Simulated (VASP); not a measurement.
# Si2W (P6_222) in VASP: further runs, part 2 of 3

VASP 6.6.1. The steps go on from the part before.

**3. Single point, PBE (c/a of the conventional cell at fixed volume 1.4174)**

File INCAR:

```
PREC = Accurate
ENCUT = 520
EDIFF = 1E-6
ISMEAR = 0
SIGMA = 0.03
LREAL = F
LASPH = T
NELM = 100
ALGO = Normal
ISIF = 2
LWAVE = F
LCHARG = F
GGA = PE
NBANDS = 43
```

File KPOINTS:

```
regular mesh
0
Gamma
  9 9 6
```

File POSCAR:

```
Si2W
1.0
    4.6392971011      0.0000000000      0.0000000000
   -2.3196485506      4.0177491452      0.0000000000
    0.0000000000      0.0000000000      6.5757397110
Si W
6 3
Direct
    0.8300872726      0.6601745453      0.5000000000
    0.1699127274      0.8300872726      0.8333333333
    0.6601745453      0.8300872726      0.1666666667
    0.1699127274      0.3398254547      0.5000000000
    0.8300872726      0.1699127274      0.8333333333
    0.3398254547      0.1699127274      0.1666666667
    0.0000000000      0.5000000000      0.1666666667
    0.5000000000      0.5000000000      0.8333333333
    0.5000000000      0.0000000000      0.5000000000
```

Potentials or basis: VASP PAW PBE potentials, release 64 (Si, W_sv).

The run is started by

```sh
> cat potpaw_PBE.64/Si/POTCAR potpaw_PBE.64/W_sv/POTCAR > POTCAR
> mpirun -np 1 vasp_std > vasp.out
```

OUTCAR:

```text
PREC = Accurate
   ENCUT = 520
   EDIFF = 1E-6
   ISMEAR = 0
   LREAL = F
   LASPH = T
   NELM = 100
   ISIF = 2
   GGA = PE

 ion  position               nearest neighbor table
   1  0.830  0.660  0.500-   8 2.56   7 2.56   3 2.58   2 2.58   9 2.65   4 2.65   4 2.65   9 2.69
                             9 2.69   4 2.73
   2  0.170  0.830  0.833-   9 2.56   7 2.56   1 2.58   6 2.58   8 2.65   5 2.65   5 2.65   8 2.69
                             8 2.69   5 2.73
   3  0.660  0.830  0.167-   9 2.56   8 2.56   1 2.58   5 2.58   7 2.65   6 2.65   6 2.65   7 2.69
                             7 2.69   6 2.73
   4  0.170  0.340  0.500-   8 2.56   7 2.56   6 2.58   5 2.58   9 2.65   1 2.65   1 2.65   9 2.69
                             9 2.69   1 2.73
   5  0.830  0.170  0.833-   9 2.56   7 2.56   4 2.58   3 2.58   8 2.65   2 2.65   2 2.65   8 2.69
                             8 2.69   2 2.73
   6  0.340  0.170  0.167-   9 2.56   8 2.56   4 2.58   2 2.58   7 2.65   3 2.65   3 2.65   7 2.69
                             7 2.69   3 2.73
   7  0.000  0.500  0.167-   1 2.56   4 2.56   2 2.56   5 2.56   3 2.65   6 2.65   6 2.69   3 2.69
                             3 2.69   6 2.69   9 3.19   9 3.19   8 3.19   8 3.19
   8  0.500  0.500  0.833-   1 2.56   4 2.56   3 2.56   6 2.56   5 2.65   2 2.65   5 2.69   2 2.69
                             2 2.69   5 2.69   9 3.19   9 3.19   7 3.19   7 3.19
   9  0.500  0.000  0.500-   2 2.56   5 2.56   3 2.56   6 2.56   1 2.65   4 2.65   4 2.69   1 2.69
                             4 2.69   1 2.69   7 3.19   7 3.19   8 3.19   8 3.19

  LATTYP: Found a hexagonal cell.
 ALAT       =     4.6392971011
 C/A-ratio  =     1.4174000000

  Lattice vectors:

 A1 = (   4.6392971011,   0.0000000000,   0.0000000000)
 A2 = (  -2.3196485506,   4.0177491452,   0.0000000000)
 A3 = (   0.0000000000,   0.0000000000,   6.5757397110)

Analysis of symmetry for initial positions (statically):
=====================================================================
 Subroutine PRICEL returns:
 Original cell was already a primitive cell.

 Routine SETGRP: Setting up the symmetry group for a
 hexagonal supercell.

 Subroutine GETGRP returns: Found 12 space group operations
 (whereof  4 operations were pure point group operations)
 out of a pool of 24 trial point group operations.
[... 162 lines left out ...]
 non-spin polarized calculation
 Gauss-broadening in eV      SIGMA  =   0.03
  energy-cutoff  :      520.00
  volume of cell :      122.57
 maximum number of plane-waves:      3320
 NGX is ok and might be reduce to    36
   NGX = 17   NGY = 17   NGZ = 25

 number of electron      66.0000007 magnetization

 Free energy of the ion-electron system (eV)
  ---------------------------------------------------
  ext. energy  EPLUGINS =         0.00000000
  ---------------------------------------------------
  free energy    TOTEN  =       -73.68932830 eV

  energy without entropy =      -73.68932782  energy(sigma->0) =      -73.68932806

 E-fermi :  12.4169     XC(G=0): -12.4747

 val. band max:       12.3388936661   @ k =   0.4444   0.0000   0.5000
 cond. band min:      12.4949227856   @ k =   0.4444   0.0000   0.0000
 fundamental gap:      0.1560291195
 Fermi energy:        12.4169083114

 k-point     1 :       0.0000    0.0000    0.0000
  band No.  band energies     occupation
      1     -61.9472      2.00000
      2     -61.9348      2.00000
      3     -61.9348      2.00000
      4     -26.3436      2.00000
      5     -26.3274      2.00000
      6     -26.3274      2.00000
[... 1093 lines left out ...]
     42      15.4897      0.00000
     43      15.6051      0.00000

 [... further k-points ...]

------------------------ aborting loop because EDIFF is reached ----------------------------------------

  FORCE on cell =-STRESS in cart. coord.  units (eV):
  Direction    XX          YY          ZZ          XY          YZ          ZX
  --------------------------------------------------------------------------------------
  -------------------------------------------------------------------------------------
  Total       -0.4782866     -0.4782866      3.1941580      0.0000000      0.0000000      0.0000000
  in kB       -6.2520027     -6.2520027     41.7529687      0.0000000      0.0000000      0.0000000
  external PRESSURE =       9.7496544 kB  Pullay stress =       0.0000000 kB

 VOLUME and BASIS-vectors are now :
 -----------------------------------------------------------------------------
  energy-cutoff  :      520.00
  volume of cell :      122.57
      direct lattice vectors                 reciprocal lattice vectors
     4.639297101  0.000000000  0.000000000     0.215549894  0.124447790  0.000000000
    -2.319648551  4.017749145  0.000000000     0.000000000  0.248895579  0.000000000
     0.000000000  0.000000000  6.575739711     0.000000000  0.000000000  0.152074146

 POSITION                                       TOTAL-FORCE (eV/Angst)
 -----------------------------------------------------------------------------------
      2.31965      2.65242      3.28787        -0.000000      0.804296     -0.000000
     -1.13724      3.33508      5.47978        -0.696541      0.402148     -0.000000
      1.13724      3.33508      1.09596         0.696541      0.402148     -0.000000
      0.00000      1.36533      3.28787         0.000000     -0.804296     -0.000000
      3.45688      0.68267      5.47978         0.696541     -0.402148     -0.000000
      1.18241      0.68267      1.09596        -0.696541     -0.402148     -0.000000
     -1.15982      2.00887      1.09596        -0.000000      0.000000     -0.000000
      1.15982      2.00887      5.47978         0.000000     -0.000000      0.000000
      2.31965      0.00000      3.28787         0.000000      0.000000     -0.000000
 -----------------------------------------------------------------------------------
    total drift:                                0.000000     -0.000000     -0.000000

  FREE ENERGIE OF THE ION-ELECTRON SYSTEM (eV)
  ---------------------------------------------------
  free  energy   TOTEN  =       -73.6893283018 eV

  energy  without entropy=      -73.6893278186  energy(sigma->0) =      -73.68932806
```

Run time: 3.4 min. Hardware: 1 thread of Intel Xeon 6975P-C, shared host; peak memory 0.36 GiB.

What came out:

| Property | Result |
| --- | --- |
| Free energy | -73.6893 eV |
| Pressure | 1.0 GPa |
| Largest force | 0.804 eV/Å |
| Band gap on the k mesh | 0.16 eV, indirect (least direct gap 0.59 eV) |

Forces on the atoms (eV/Å):
```
Si   0.000  0.804  0.000
Si  -0.697  0.402  0.000
Si   0.697  0.402  0.000
Si   0.000 -0.804  0.000
Si   0.697 -0.402  0.000
Si  -0.697 -0.402  0.000
W    0.000  0.000  0.000
W    0.000  0.000  0.000
W    0.000  0.000  0.000
```

Caveat: spin-orbit coupling is left out, which moves the levels of the heavy elements.

**4. Single point, PBE (c/a of the conventional cell at fixed volume 1.4174)**

File INCAR:

```
SYSTEM = Si2W
PREC     = Accurate       ! precision mode
ENCUT    = 520            ! plane-wave cutoff, eV
EDIFF    = 1E-7           ! SCF threshold, eV
ISMEAR   = 0              ! smearing method
SIGMA    = 0.03           ! smearing width, eV
LREAL    = .False.        ! projectors in reciprocal space
LASPH    = .True.         ! aspherical terms in the spheres
NELM     = 60             ! most SCF steps
ALGO     = Normal         ! electronic algorithm
ISIF     = 2              ! what is computed and relaxed
LWAVE    = .False.        ! write WAVECAR
LCHARG   = .False.        ! write CHGCAR
GGA      = PE             ! functional
NBANDS   = 43             ! bands
```

File KPOINTS:

```
regular mesh
0
Gamma
  9 9 6
  0 0 0
```

File POSCAR:

```
Si2W
1.0
    4.6392971011      0.0000000000      0.0000000000
   -2.3196485506      4.0177491452      0.0000000000
    0.0000000000      0.0000000000      6.5757397110
Si W
6 3
Direct
    0.8175753463      0.6351506926      0.5000000000
    0.1824246537      0.8175753463      0.8333333333
    0.6351506926      0.8175753463      0.1666666667
    0.1824246537      0.3648493074      0.5000000000
    0.8175753463      0.1824246537      0.8333333333
    0.3648493074      0.1824246537      0.1666666667
    0.0000000000      0.5000000000      0.1666666667
    0.5000000000      0.5000000000      0.8333333333
    0.5000000000      0.0000000000      0.5000000000
```

The run is started by

```sh
> cat potpaw_PBE.64/Si/POTCAR potpaw_PBE.64/W_sv/POTCAR > POTCAR
> mpirun -np 1 vasp_std > vasp.out
```

It took 3.7 min on 1 thread of Intel Xeon 6975P-C, shared host; peak memory 0.36 GiB.

Results (log left out):

```yaml
Free_energy: -72.7808 eV
Pressure: 4.3 GPa
Largest_force: 2.178 eV/Å
Band_gap_on_the_k_mesh: 0.35 eV, indirect (least direct gap 0.62 eV)
```

Forces on the atoms (eV/Å):
```
Si   0.000  2.178  0.000
Si  -1.886  1.089  0.000
Si   1.886  1.089  0.000
Si   0.000 -2.178  0.000
Si   1.886 -1.089  0.000
Si  -1.886 -1.089  0.000
W    0.000  0.000  0.000
W    0.000  0.000  0.000
W    0.000  0.000  0.000
```

Stress tensor (GPa, compression positive):
```
2.87 0.00 0.00
0.00 2.87 0.00
0.00 0.00 7.05
```

Levels at points of the mesh, in eV from the valence-band top:
| k point | band 29 | band 30 | band 31 | band 32 | band 33 | band 34 | band 35 | band 36 | band 37 | band 38 |
| --- | --- | --- | --- | --- | --- | --- | --- | --- | --- | --- |
| (0.00, 0.00, 0.00) | -3.15 | -2.74 | -2.74 | -2.45 | -1.11 | 2.37 | 2.37 | 2.43 | 2.57 | 2.63 |
| (0.00, 0.00, 0.50) | -2.95 | -2.74 | -1.67 | -0.65 | -0.65 | 1.38 | 2.06 | 2.15 | 2.15 | 2.50 |

Caveat: spin-orbit coupling is left out, which moves the levels of the heavy elements; forces of over 1 eV/Å act on the atoms, so gaps and moduli don't describe the material at rest. A k mesh can miss the band edges.

**5. Single point, PBE (c/a of the conventional cell at fixed volume 1.4174)**

File INCAR:

```
ALGO     = Normal         # electronic algorithm
EDIFF    = 1E-7           # SCF threshold, eV
ENCUT    = 520            # plane-wave cutoff, eV
GGA      = PE             # functional
ISIF     = 2              # what is computed and relaxed
ISMEAR   = 0              # smearing method
LASPH    = True           # aspherical terms in the spheres
LCHARG   = False          # write CHGCAR
LREAL    = False          # projectors in reciprocal space
LWAVE    = False          # write WAVECAR
NBANDS   = 43             # bands
NELM     = 60             # most SCF steps
PREC     = Accurate       # precision mode
SIGMA    = 0.03           # smearing width, eV
```

File KPOINTS:

```
k-points
0
Gamma
  9 9 6
```

File POSCAR:

```
Si2W
1.0
    4.6392971011      0.0000000000      0.0000000000
   -2.3196485506      4.0177491452      0.0000000000
    0.0000000000      0.0000000000      6.5757397110
Si W
6 3
Direct
    0.8050634200      0.6101268399      0.5000000000
    0.1949365800      0.8050634200      0.8333333333
    0.6101268399      0.8050634200      0.1666666667
    0.1949365800      0.3898731601      0.5000000000
    0.8050634200      0.1949365800      0.8333333333
    0.3898731601      0.1949365800      0.1666666667
    0.0000000000      0.5000000000      0.1666666667
    0.5000000000      0.5000000000      0.8333333333
    0.5000000000      0.0000000000      0.5000000000
```

The run is started by

```sh
> cat potpaw_PBE.64/Si/POTCAR potpaw_PBE.64/W_sv/POTCAR > POTCAR
> mpirun -np 1 vasp_std > vasp.out
```

Wall time 3.9 min (1 thread of Intel Xeon 6975P-C, shared host); peak memory 0.36 GiB.

It converged, with:

```yaml
Free_energy: -71.0849 eV
Pressure: 9.9 GPa
Largest_force: 3.437 eV/Å
Band_gap_on_the_k_mesh: 0.42 eV, indirect (least direct gap 0.71 eV)
```

Forces on the atoms (eV/Å):
```
Si   0.000  3.437  0.000
Si  -2.976  1.718  0.000
Si   2.976  1.718  0.000
Si   0.000 -3.437  0.000
Si   2.976 -1.718  0.000
Si  -2.976 -1.718  0.000
W    0.000  0.000  0.000
W    0.000  0.000  0.000
W    0.000  0.000  0.000
```

Stress tensor (GPa, compression positive):
```
 9.79  0.00  0.00
 0.00  9.79  0.00
 0.00  0.00 10.21
```

Levels at points of the mesh, in eV from the valence-band top:
```tsv
k point	band 31	band 32	band 33	band 34	band 35	band 36
(0.00, 0.00, 0.00)	-2.24	-1.94	-1.17	2.32	2.42	2.42
(0.00, 0.00, 0.50)	-0.98	-0.63	-0.63	1.12	1.88	2.09
```

Caveat: spin-orbit coupling is left out, which moves the levels of the heavy elements; forces of over 1 eV/Å act on the atoms, so gaps and moduli don't describe the material at rest.

(Continued in part 3 of 3.)
